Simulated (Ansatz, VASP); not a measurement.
# Two plane-wave programs on Li3S2

INCAR

```
SYSTEM = Li3S2
ALGO = Normal ; EDIFF = 1E-6
EDIFFG = -0.01 ; ENCUT = 600
GGA = PE ; IBRION = 2
ISIF = 3 ; ISMEAR = 0
LASPH = .True. ; LCHARG = .False.
LREAL = .False. ; LWAVE = .False.
NELM = 80 ; NSW = 100
PREC = Accurate ; SIGMA = 0.1
```

KPOINTS

```
k-points
0
Gamma
  10 10 4
  0 0 0
```

POSCAR

```
Li3S2
1.0
    3.8802858373      0.0000000000      0.0000000000
    0.0000000000      3.8802858373      0.0000000000
    0.0000000000      0.0000000000      9.8564221648
Li S
3 2
Direct
    0.5000000000      0.5000000000      0.5000000000
    0.5000000000      0.5000000000      0.8559716065
    0.5000000000      0.5000000000      0.1440283935
    0.0000000000      0.5000000000      0.0000000000
    0.5000000000      0.0000000000      0.0000000000
```

Input for Ansatz:

```yaml
crystal:
  lattice:
    - [3.8802858373, 0.0, 0.0]
    - [0.0, 3.8802858373, 0.0]
    - [0.0, 0.0, 9.8564221648]
  atoms:
    - { symbol: Li, position: [0.5, 0.5, 0.5] }
    - { symbol: Li, position: [0.5, 0.5, 0.8559716065] }
    - { symbol: Li, position: [0.5, 0.5, 0.1440283935] }
    - { symbol: S, position: [0.0, 0.5, 0.0] }
    - { symbol: S, position: [0.5, 0.0, 0.0] }
basis:
  ecutwfc: 420
kpoints:
  mp_grid: { grid: [10, 10, 4] }
hamiltonian:
  xc: pbe
scf:
  occupations: { method: gaussian, width: 0.1 }
output:
  forces: true
  stress: true
  eigenvalues: true
relax:
  adjacent_minimum: "off"
  f_tol: 0.01
  max_steps: 80
  cell: { stress_tol: 0.05 }
```

Alike in both runs: task relaxation of cell and atoms; functional PBE; k mesh 10 × 10 × 4; occupations gaussian, width 0.1 eV; no spin polarisation.

|  | VASP | Ansatz |
| --- | --- | --- |
| version | VASP 6.6.1 | Ansatz 0.2.0 |
| potentials or method | VASP PAW PBE potentials, release 64 (Li_sv, S), cutoff 600 eV | scalar-relativistic, plane waves, PAW |
| valence electrons in the cell | 21 | 21 |

Ansatz gave:

| Quantity | Value |
| --- | --- |
| gap on the k mesh at the Fermi level, each at its own relaxed structure (eV) | none |
| relaxed volume (Å³/atom) | 30.25 |
| relaxed cell length with the largest relative difference (Å) | 9.861 |

Question: What did VASP give for the same quantities?

Answer: gap on the k mesh at the Fermi level, each at its own relaxed structure (eV): none; relaxed volume (Å³/atom): 29.97; relaxed cell length with the largest relative difference (Å): 9.811.

A gap of «none» marks a metal or a gap that the smearing closes.

Noted on VASP's run: the cutoff is short for stress, so the pressure is rough.
